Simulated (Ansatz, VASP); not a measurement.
**Al in VASP and in Ansatz**

File INCAR:

```
PREC = Accurate ; ENCUT = 520
EDIFF = 1E-7 ; ISMEAR = -1
SIGMA = 0.05 ; LREAL = F
LASPH = T ; NELM = 100
ALGO = Normal ; ISIF = 2
LWAVE = F ; LCHARG = F
NBANDS = 8
```

The input KPOINTS:

```
Automatic mesh
0
Gamma
  18 18 18
```

POSCAR

```
Al
1.0
    0.0000000000      1.6319069125      1.6319069125
    1.6319069125      0.0000000000      1.6319069125
    1.6319069125      1.6319069125      0.0000000000
Al
1
Direct
    0.0000000000      0.0000000000      0.0000000000
```

Input for Ansatz:

```yaml
crystal:
  lattice:
    - [0.0, 1.6319069125, 1.6319069125]
    - [1.6319069125, 0.0, 1.6319069125]
    - [1.6319069125, 1.6319069125, 0.0]
  atoms:
    - { symbol: Al, position: [0.0, 0.0, 0.0] }
kpoints:
  mp_grid: { grid: [18, 18, 18] }
scf:
  occupations: { method: fermi_dirac, width: 0.05 }
hamiltonian:
  xc: lda
  pseudopotentials: { kind: all_electron, lapw: { basis_error: 0.001 } }
output:
  forces: true
  stress: true
  eigenvalues: true
  populations: true
```

Change from the starting cell: volume scaled by 0.55, LAPW.

Alike in both runs: task single point; functional LDA; k mesh 18 × 18 × 18; occupations fermi-dirac, width 0.05 eV; no spin polarisation.

```csv
,VASP,Ansatz
version,VASP 6.6.1,Ansatz 0.2.0
potentials or method,"VASP PAW LDA potentials, release 64 (Al), cutoff 520 eV","all-electron LAPW, scalar-relativistic"
```

|  | VASP | Ansatz | Ansatz less VASP |
| --- | --- | --- | --- |
| pressure (GPa) | 181.0 | 177.7 | -3.37 |

LDA's correlation is that of Perdew and Zunger in VASP and of Perdew and Wang (1992) in Ansatz. Both programs put the cell under a high pressure, so it lies far from rest at this level. Ansatz ran all-electron here, and VASP with PAW potentials.

Noted on VASP's run: the cell as given lies far from equilibrium.
